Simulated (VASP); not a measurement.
# MoW7 (Im-3m) in VASP: further runs

The runs below take MoW7 through single point, with PBE, r2SCAN.

Everything below comes from runs of VASP 6.6.1. Logs are shortened: lines on timing, memory, paths and dates and some standing lists are left out, and cuts for length are marked.

## (1) The cell of the first run

The structure is cubic, space group Im-3m (No. 229). Conventional cell: a = 6.360 Å, b = 6.360 Å, c = 6.360 Å, α = 90.00°, β = 90.00°, γ = 90.00°. Within 3.6 Å of Mo (site symmetry m-3m) lie 14 W at 2.75 to 3.18 Å. Within 3.6 Å of W (site symmetry 4/mmm) lie 12 W at 2.75 to 3.18 Å and 2 Mo at 3.18 Å. Within 3.6 Å of W (site symmetry -3m) lie 2 Mo at 2.75 Å and 12 W at 2.75 to 3.18 Å.

## (2) Single point, PBE

File INCAR:

```
  PREC = Accurate
  ENCUT = 520
  EDIFF = 1E-7
  ISMEAR = 0
  SIGMA = 0.1
  LREAL = F
  LASPH = T
  NELM = 60
  ALGO = Fast
  ISIF = 2
  LWAVE = F
  LCHARG = F
  GGA = PE
  NBANDS = 66
```

File KPOINTS:

```
regular mesh
0
Gamma
  8 8 8
```

File POSCAR:

```
MoW7
1.0
   -3.1801028217      3.1801028217      3.1801028217
    3.1801028217     -3.1801028217      3.1801028217
    3.1801028217      3.1801028217     -3.1801028217
Mo W
1 7
Direct
    0.0000000000      0.0000000000      0.0000000000
    0.5000000000      0.0000000000      0.5000000000
    0.5000000000      0.5000000000      0.5000000000
    0.0000000000      0.5000000000      0.5000000000
    0.0000000000      0.5000000000      0.0000000000
    0.5000000000      0.5000000000      0.0000000000
    0.5000000000      0.0000000000      0.0000000000
    0.0000000000      0.0000000000      0.5000000000
```

Potentials or basis: VASP PAW PBE potentials, release 64 (Mo_sv, W_sv).

Launch:

```sh
cat potpaw_PBE.64/Mo_sv/POTCAR potpaw_PBE.64/W_sv/POTCAR > POTCAR
mpirun -np 1 vasp_std > vasp.out
```

OUTCAR:

```text
PREC = Accurate
   ENCUT = 520
   EDIFF = 1E-7
   ISMEAR = 0
   LREAL = F
   LASPH = T
   NELM = 60
   ISIF = 2
   GGA = PE

 ion  position               nearest neighbor table
   1  0.000  0.000  0.000-   3 2.75   5 2.75   7 2.75   8 2.75   8 2.75   5 2.75   7 2.75   3 2.75
                             4 3.18   4 3.18   2 3.18   2 3.18   6 3.18   6 3.18
   2  0.500  0.000  0.500-   3 2.75   5 2.75   7 2.75   8 2.75   7 2.75   3 2.75   8 2.75   5 2.75
                             4 3.18   6 3.18   1 3.18   1 3.18   4 3.18   6 3.18
   3  0.500  0.500  0.500-   1 2.75   2 2.75   4 2.75   6 2.75   6 2.75   2 2.75   4 2.75   1 2.75
                             7 3.18   7 3.18   8 3.18   5 3.18   8 3.18   5 3.18
   4  0.000  0.500  0.500-   3 2.75   5 2.75   7 2.75   8 2.75   5 2.75   8 2.75   3 2.75   7 2.75
                             1 3.18   1 3.18   2 3.18   6 3.18   2 3.18   6 3.18
   5  0.000  0.500  0.000-   1 2.75   2 2.75   4 2.75   6 2.75   4 2.75   1 2.75   6 2.75   2 2.75
                             7 3.18   8 3.18   8 3.18   3 3.18   7 3.18   3 3.18
   6  0.500  0.500  0.000-   3 2.75   5 2.75   7 2.75   8 2.75   3 2.75   7 2.75   5 2.75   8 2.75
                             1 3.18   2 3.18   4 3.18   4 3.18   1 3.18   2 3.18
   7  0.500  0.000  0.000-   1 2.75   2 2.75   4 2.75   6 2.75   2 2.75   6 2.75   1 2.75   4 2.75
                             3 3.18   3 3.18   8 3.18   8 3.18   5 3.18   5 3.18
   8  0.000  0.000  0.500-   1 2.75   2 2.75   4 2.75   6 2.75   1 2.75   4 2.75   2 2.75   6 2.75
                             3 3.18   5 3.18   7 3.18   7 3.18   3 3.18   5 3.18

  LATTYP: Found a body centered cubic cell.
 ALAT       =     6.3602056434

  Lattice vectors:

 A1 = (  -3.1801028217,   3.1801028217,   3.1801028217)
 A2 = (   3.1801028217,  -3.1801028217,   3.1801028217)
 A3 = (   3.1801028217,   3.1801028217,  -3.1801028217)

Analysis of symmetry for initial positions (statically):
=====================================================================
 Subroutine PRICEL returns:
 Original cell was already a primitive cell.

 Routine SETGRP: Setting up the symmetry group for a
 body centered cubic supercell.

 Subroutine GETGRP returns: Found 48 space group operations
 (whereof 48 operations were pure point group operations)
 out of a pool of 48 trial point group operations.

The static configuration has the point symmetry O_h .

Analysis of symmetry for dynamics (positions and initial velocities):
=====================================================================
 Subroutine PRICEL returns:
 Original cell was already a primitive cell.

 Routine SETGRP: Setting up the symmetry group for a
 body centered cubic supercell.

 Subroutine GETGRP returns: Found 48 space group operations
 (whereof 48 operations were pure point group operations)
 out of a pool of 48 trial point group operations.

The dynamic configuration has the point symmetry O_h .

 Subroutine INISYM returns: Found 48 space group operations
 (whereof 48 operations are pure point group operations),
 and found     1 'primitive' translations

----------------------------------------------------------------------------------------

                                     Primitive cell

  volume of cell :     128.6422

  direct lattice vectors                    reciprocal lattice vectors
    -3.180102822  3.180102822  3.180102822     0.000000000  0.157227621  0.157227621
     3.180102822 -3.180102822  3.180102822     0.157227621  0.000000000  0.157227621
     3.180102822  3.180102822 -3.180102822     0.157227621  0.157227621  0.000000000

  length of vectors
     5.508099660  5.508099660  5.508099660     0.222353433  0.222353433  0.222353433

  position of ions in fractional coordinates (direct lattice)
     0.000000000  0.000000000  0.000000000
     0.500000000  0.000000000  0.500000000
     0.500000000  0.500000000  0.500000000
     0.000000000  0.500000000  0.500000000
     0.000000000  0.500000000  0.000000000
     0.500000000  0.500000000  0.000000000
     0.500000000  0.000000000  0.000000000
     0.000000000  0.000000000  0.500000000

  ion indices of the primitive-cell ions
   primitive index   ion index
                 1           1
                 2           2
                 3           3
                 4           4
                 5           5
                 6           6
                 7           7
                 8           8

----------------------------------------------------------------------------------------

 KPOINTS: regular mesh

Automatic generation of k-mesh.
 Grid dimensions read from file:
 generate k-points for:    8    8    8

 Generating k-lattice:

  Cartesian coordinates                     Fractional coordinates (reciprocal lattice)
     0.000000000  0.019653453  0.019653453     0.125000000  0.000000000  0.000000000
     0.019653453  0.000000000  0.019653453     0.000000000  0.125000000  0.000000000
     0.019653453  0.019653453  0.000000000     0.000000000  0.000000000  0.125000000

  Length of vectors
     0.027794179  0.027794179  0.027794179

  Shift w.r.t. Gamma in fractional coordinates (k-lattice)
     0.000000000  0.000000000  0.000000000

 Subroutine IBZKPT returns following result:
 ===========================================

 Found     29 irreducible k-points:

 Following reciprocal coordinates:
            Coordinates               Weight
  0.000000  0.000000  0.000000      1.000000
  0.125000  0.000000  0.000000     12.000000
  0.250000  0.000000  0.000000     12.000000
  0.375000  0.000000  0.000000     12.000000
  0.500000  0.000000  0.000000      6.000000
  0.125000  0.125000  0.000000     24.000000
[... 16 lines left out ...]
 -0.250000  0.250000  0.250000      6.000000
 -0.375000  0.375000  0.250000     24.000000
 [... further k-points ...]
   k-points           NKPTS =     29   k-points in BZ     NKDIM =     29   number of bands    NBANDS=     66
   number of dos      NEDOS =    301   number of ions     NIONS =      8
   total plane-waves  NPLWV =  74088
   dimension x,y,z NGX =    42 NGY =   42 NGZ =   42
   dimension x,y,z NGXF=    84 NGYF=   84 NGZF=   84
   ions per type =               1   7
   NGX,Y,Z   is equivalent  to a cutoff of  12.68, 12.68, 12.68 a.u.
   NGXF,Y,Z  is equivalent  to a cutoff of  25.35, 25.35, 25.35 a.u.
 SYSTEM =  unknown system
   PREC   = accura    normal or accurate (medium, high low for compatibility)
   ISTART =      0    job   : 0-new  1-cont  2-samecut
   ICHARG =      2    charge: 1-file 2-atom 10-const
   ISPIN  =      1    spin polarized calculation?
   LNONCOLLINEAR =      F non collinear calculations
   LSORBIT =      F    spin-orbit coupling
   LASPH  =      T    aspherical Exc in radial PAW
   ENCUT  =  520.0 eV  38.22 Ry    6.18 a.u.  10.24 10.24 10.24*2*pi/ulx,y,z
   NELM   =     60;   NELMIN=  2; NELMDL= -5     # of ELM steps
   EDIFF  = 0.1E-06   stopping-criterion for ELM
   LREAL  =      F    real-space projection
   EDIFFG = 0.1E-05   stopping-criterion for IOM
   NSW    =      0    number of steps for IOM
   IBRION =     -1    ionic relax: 0-MD 1-quasi-New 2-CG
   NFREE  =      0    steps in history (QN), initial steepest desc. (CG)
   ISIF   =      2    stress and relaxation
   ISYM   =      2    0-nonsym 1-usesym 2-fastsym
   POTIM  = 0.5000    time-step for ionic-motion
   TEBEG  =    0.0;   TEEND  =   0.0 temperature during run
   PSTRESS=    0.0 pullay stress
   NELECT =     112.0000    total number of electrons
   NUPDOWN=      -1.0000    fix difference up-down
   EMIN   =  10.00;   EMAX   =-10.00  energy-range for DOS
   EFERMI =   0.00;   METHOD = LEGACY
   ISMEAR =     0;   SIGMA  =   0.10  broadening in eV -4-tet -1-fermi 0-gaus
   EFERMI_NEDOS =   21; number of points for ismear=-14 and -15
   IALGO  =     68    algorithm
   IMIX   =      4    mixing-type and parameters
     AMIX     =   0.40;   BMIX     =  1.00
     AMIX_MAG =   1.60;   BMIX_MAG =  1.00
  volume/ion in A,a.u.               =      16.08       108.52
  Fermi-wavevector in a.u.,A,eV,Ry     =   1.563218  2.954055 33.247904  2.443652
  Thomas-Fermi vector in A             =   2.666022
   LORBIT       =      0    0 simple, 1 ext, 2 COOP (PROOUT), +10 PAW based schemes
   GGA     = PE    functional components
   LHFCALC =     F    Hartree Fock is set to
   AEXX    =    0.0000 exact exchange contribution
   IVDW    =     0    specifies the selected vdW correction
   LEPSILON=     F    determine dielectric tensor
   LRPA    =     F    only Hartree local field effects (RPA)
 non-spin polarized calculation
 RMM-DIIS sequential band-by-band and
 Gauss-broadening in eV      SIGMA  =   0.10
  energy-cutoff  :      520.00
  volume of cell :      128.64
 maximum number of plane-waves:      3496
 NGX is ok and might be reduce to    42
   NGX = 21   NGY = 21   NGZ = 21

 number of electron     112.0000027 magnetization

 Free energy of the ion-electron system (eV)
  ---------------------------------------------------
  ext. energy  EPLUGINS =         0.00000000
  ---------------------------------------------------
  free energy    TOTEN  =      -101.66484354 eV

  energy without entropy =     -101.64162991  energy(sigma->0) =     -101.65323672

 E-fermi :  11.3703     XC(G=0): -13.5192

 val. band max:       11.3553579601   @ k =   0.5000   0.5000   0.3750
 cond. band min:      11.3727573370   @ k =  -0.3750   0.3750   0.3750
 fundamental gap:      0.0173993769
 Fermi energy:        11.3703496948

 k-point     1 :       0.0000    0.0000    0.0000
  band No.  band energies     occupation
      1     -62.8357      2.00000
      2     -62.7509      2.00000
      3     -62.7509      2.00000
      4     -62.7509      2.00000
      5     -62.6917      2.00000
      6     -62.6917      2.00000
[... 58 lines left out ...]
     65      14.2679      0.00000
     66      14.4192      0.00000

 k-point     2 :       0.1250    0.0000    0.0000
  band No.  band energies     occupation
      1     -62.8318      2.00000
      2     -62.7516      2.00000
      3     -62.7508      2.00000
      4     -62.7508      2.00000
      5     -62.6919      2.00000
      6     -62.6917      2.00000
[... 58 lines left out ...]
     65      14.3313      0.00000
     66      14.4839      0.00000

 k-point     3 :       0.2500    0.0000    0.0000
  band No.  band energies     occupation
      1     -62.8207      2.00000
      2     -62.7560      2.00000
      3     -62.7508      2.00000
      4     -62.7508      2.00000
      5     -62.6917      2.00000
      6     -62.6905      2.00000
[... 1438 lines left out ...]
     65      13.9473      0.00000
     66      14.2582      0.00000

 k-point    24 :      -0.3750    0.3750    0.2500
  band No.  band energies     occupation
      1     -62.7912      2.00000
      2     -62.7602      2.00000
      3     -62.7563      2.00000
      4     -62.7454      2.00000
      5     -62.6952      2.00000
      6     -62.6891      2.00000
[... 58 lines left out ...]
     65      14.0725      0.00000
     66      14.2901      0.00000

 [... further k-points ...]

------------------------ aborting loop because EDIFF is reached ----------------------------------------

  FORCE on cell =-STRESS in cart. coord.  units (eV):
  Direction    XX          YY          ZZ          XY          YZ          ZX
  --------------------------------------------------------------------------------------
  -------------------------------------------------------------------------------------
  Total        0.3958992      0.3958992      0.3958992      0.0000000      0.0000000     -0.0000000
  in kB        4.9307360      4.9307360      4.9307360      0.0000000      0.0000000     -0.0000000
  external PRESSURE =       4.9307360 kB  Pullay stress =       0.0000000 kB

 VOLUME and BASIS-vectors are now :
 -----------------------------------------------------------------------------
  energy-cutoff  :      520.00
  volume of cell :      128.64
      direct lattice vectors                 reciprocal lattice vectors
    -3.180102822  3.180102822  3.180102822     0.000000000  0.157227621  0.157227621
     3.180102822 -3.180102822  3.180102822     0.157227621  0.000000000  0.157227621
     3.180102822  3.180102822 -3.180102822     0.157227621  0.157227621  0.000000000

 POSITION                                       TOTAL-FORCE (eV/Angst)
 -----------------------------------------------------------------------------------
      0.00000      0.00000      0.00000        -0.000000     -0.000000     -0.000000
      0.00000      3.18010      0.00000         0.000000     -0.000000     -0.000000
      1.59005      1.59005      1.59005         0.000000      0.000000      0.000000
      3.18010      0.00000      0.00000         0.000000     -0.000000      0.000000
      1.59005     -1.59005      1.59005        -0.000000     -0.000000      0.000000
      0.00000      0.00000      3.18010         0.000000      0.000000     -0.000000
     -1.59005      1.59005      1.59005        -0.000000     -0.000000     -0.000000
      1.59005      1.59005     -1.59005         0.000000     -0.000000     -0.000000
 -----------------------------------------------------------------------------------
    total drift:                               -0.000000     -0.000000      0.000000

  FREE ENERGIE OF THE ION-ELECTRON SYSTEM (eV)
  ---------------------------------------------------
  free  energy   TOTEN  =      -101.6648435369 eV

  energy  without entropy=     -101.6416299058  energy(sigma->0) =     -101.65323672
```

It took 9 min on 1 thread of Intel Xeon 8259CL, shared host; peak memory 0.37 GiB.

Results:

* Free energy: -101.6648 eV
* Pressure: 0.5 GPa
* Band gap on the k mesh: zero (bands 56 and 57 overlap by 1.32 eV)

Caveat: spin-orbit coupling is left out, which moves the levels of the heavy elements.

## (3) Single point, PBE

File INCAR:

```
SYSTEM = MoW7
ALGO = Fast
EDIFF = 1E-6
ENCUT = 520
GGA = PE
ISIF = 2
ISMEAR = 0
LASPH = .TRUE.
LCHARG = .TRUE.
LELF = .TRUE.
LREAL = .FALSE.
LVHAR = .TRUE.
LWAVE = .FALSE.
NBANDS = 66
NELM = 60
PREC = Accurate
SIGMA = 0.1
```

File KPOINTS:

```
k-points
0
G
  8 8 8
  0 0 0
```

POSCAR is that of step 2.

Potentials or basis: VASP PAW PBE potentials, release 64 (Mo_sv, W_sv).

Launch:

```sh
cat potpaw_PBE.64/Mo_sv/POTCAR potpaw_PBE.64/W_sv/POTCAR > POTCAR
mpirun -np 1 vasp_std > vasp.out
```

OUTCAR:

```text
SYSTEM = MoW7
   EDIFF = 1E-6
   ENCUT = 520
   GGA = PE
   ISIF = 2
   ISMEAR = 0
   LASPH = .TRUE.
   LREAL = .FALSE.
   NELM = 60
   PREC = Accurate

 ion  position               nearest neighbor table
   1  0.000  0.000  0.000-   3 2.75   5 2.75   7 2.75   8 2.75   8 2.75   5 2.75   7 2.75   3 2.75
                             4 3.18   4 3.18   2 3.18   2 3.18   6 3.18   6 3.18
   2  0.500  0.000  0.500-   3 2.75   5 2.75   7 2.75   8 2.75   7 2.75   3 2.75   8 2.75   5 2.75
                             4 3.18   6 3.18   1 3.18   1 3.18   4 3.18   6 3.18
   3  0.500  0.500  0.500-   1 2.75   2 2.75   4 2.75   6 2.75   6 2.75   2 2.75   4 2.75   1 2.75
                             7 3.18   7 3.18   8 3.18   5 3.18   8 3.18   5 3.18
   4  0.000  0.500  0.500-   3 2.75   5 2.75   7 2.75   8 2.75   5 2.75   8 2.75   3 2.75   7 2.75
                             1 3.18   1 3.18   2 3.18   6 3.18   2 3.18   6 3.18
   5  0.000  0.500  0.000-   1 2.75   2 2.75   4 2.75   6 2.75   4 2.75   1 2.75   6 2.75   2 2.75
                             7 3.18   8 3.18   8 3.18   3 3.18   7 3.18   3 3.18
   6  0.500  0.500  0.000-   3 2.75   5 2.75   7 2.75   8 2.75   3 2.75   7 2.75   5 2.75   8 2.75
                             1 3.18   2 3.18   4 3.18   4 3.18   1 3.18   2 3.18
[... 214 lines left out ...]
      4     -62.7508      2.00000
      5     -62.6917      2.00000
      6     -62.6917      2.00000
[... 1645 lines left out ...]
     65      14.0922      0.00000
     66      14.2994      0.00000

 [... further k-points ...]

------------------------ aborting loop because EDIFF is reached ----------------------------------------

  FORCE on cell =-STRESS in cart. coord.  units (eV):
  Direction    XX          YY          ZZ          XY          YZ          ZX
  --------------------------------------------------------------------------------------
  -------------------------------------------------------------------------------------
  Total        0.3943313      0.3943313      0.3943313      0.0000000     -0.0000000      0.0000000
  in kB        4.9112077      4.9112077      4.9112077      0.0000000     -0.0000000      0.0000000
  external PRESSURE =       4.9112077 kB  Pullay stress =       0.0000000 kB

 VOLUME and BASIS-vectors are now :
 -----------------------------------------------------------------------------
  energy-cutoff  :      520.00
  volume of cell :      128.64
      direct lattice vectors                 reciprocal lattice vectors
    -3.180102822  3.180102822  3.180102822     0.000000000  0.157227621  0.157227621
     3.180102822 -3.180102822  3.180102822     0.157227621  0.000000000  0.157227621
     3.180102822  3.180102822 -3.180102822     0.157227621  0.157227621  0.000000000

 POSITION                                       TOTAL-FORCE (eV/Angst)
 -----------------------------------------------------------------------------------
      0.00000      0.00000      0.00000         0.000000      0.000000     -0.000000
      0.00000      3.18010      0.00000         0.000000     -0.000000     -0.000000
      1.59005      1.59005      1.59005         0.000000     -0.000000      0.000000
      3.18010      0.00000      0.00000        -0.000000     -0.000000      0.000000
      1.59005     -1.59005      1.59005        -0.000000      0.000000      0.000000
      0.00000      0.00000      3.18010         0.000000     -0.000000      0.000000
     -1.59005      1.59005      1.59005         0.000000      0.000000      0.000000
      1.59005      1.59005     -1.59005        -0.000000      0.000000     -0.000000
 -----------------------------------------------------------------------------------
    total drift:                               -0.000000     -0.000000      0.000000

  FREE ENERGIE OF THE ION-ELECTRON SYSTEM (eV)
  ---------------------------------------------------
  free  energy   TOTEN  =      -101.6648431906 eV

  energy  without entropy=     -101.6416294251  energy(sigma->0) =     -101.65323631
```

stdout:

```text
POSCAR found type information on POSCAR MoW
 POSCAR found :  2 types and       8 ions
 scaLAPACK will be used
 LDA part: xc-table for (Slater+PW92), standard interpolation
 POSCAR, INCAR and KPOINTS ok, starting setup
 FFT: planning ... GRIDC
 FFT: planning ... GRID_SOFT
 FFT: planning ... GRID
 WAVECAR not read
 entering main loop
```

Run time: 8.6 min. Hardware: 1 thread of Intel Xeon 8259CL, shared host; peak memory 0.37 GiB.

What came out:

```
Free energy            : -101.6648 eV
Pressure               : 0.5 GPa
Band gap on the k mesh : zero (bands 56 and 57 overlap by 1.32 eV)
```

Levels at points of the mesh, in eV from the Fermi level:
```csv
k point,band 54,band 55,band 56,band 57,band 58,band 59
"(0.00, 0.00, 0.00)",0.81,0.81,0.81,1.73,1.73,2.05
"(0.50, 0.00, 0.00)",-1.79,-0.75,-0.66,0.12,0.14,1.28
"(0.50, 0.50, 0.50)",-0.54,-0.54,-0.54,-0.51,-0.51,-0.51
```

Caveat: spin-orbit coupling is left out, which moves the levels of the heavy elements.

[end of part 1 of 2]
